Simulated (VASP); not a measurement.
Input of a VASP 6.6.1 run:

File INCAR:

```
  ALGO = Normal
  EDIFF = 1E-7
  EDIFFG = -0.005
  ENCUT = 600
  GGA = PE
  IBRION = 2
  ISIF = 3
  ISMEAR = -1
  LASPH = True
  LCHARG = False
  LREAL = False
  LWAVE = False
  NELM = 60
  NSW = 100
  PREC = Accurate
  SIGMA = 0.05
```

File KPOINTS:

```
k-points
0
Gamma
  9 9 9
```

The input POSCAR:

```
BaTe
1.0
    3.9292820214      0.0000000000      0.0000000000
    0.0000000000      3.9292820214      0.0000000000
    0.0000000000      0.0000000000      3.9292820214
Ba Te
1 1
Direct
    0.0000000000      0.0000000000      0.0000000000
    0.5000000000      0.5000000000      0.5000000000
```

Potentials or basis: VASP PAW PBE potentials, release 64 (Ba_sv, Te).

Command:

```sh
$ cat potpaw_PBE.64/Ba_sv/POTCAR potpaw_PBE.64/Te/POTCAR > POTCAR
$ mpirun -np 1 vasp_std > vasp.out
```

Question: Estimate the relaxed cell.

Answer: a = 4.264 Å, b = 4.264 Å, c = 4.264 Å, α = 90.00°, β = 90.00°, γ = 90.00°.

Question: Predict the space group after relaxing (to 0.1 Å).

Answer: Pm-3m (No. 221).

Final structure:
```yaml
crystal:
  lattice:
    - [4.26380, 0.00000, 0.00000]
    - [0.00000, 4.26380, 0.00000]
    - [0.00000, 0.00000, 4.26380]
  atoms:
    - { symbol: Ba, position: [0.00000, 0.00000, 0.00000] }
    - { symbol: Te, position: [0.50000, 0.50000, 0.50000] }
```
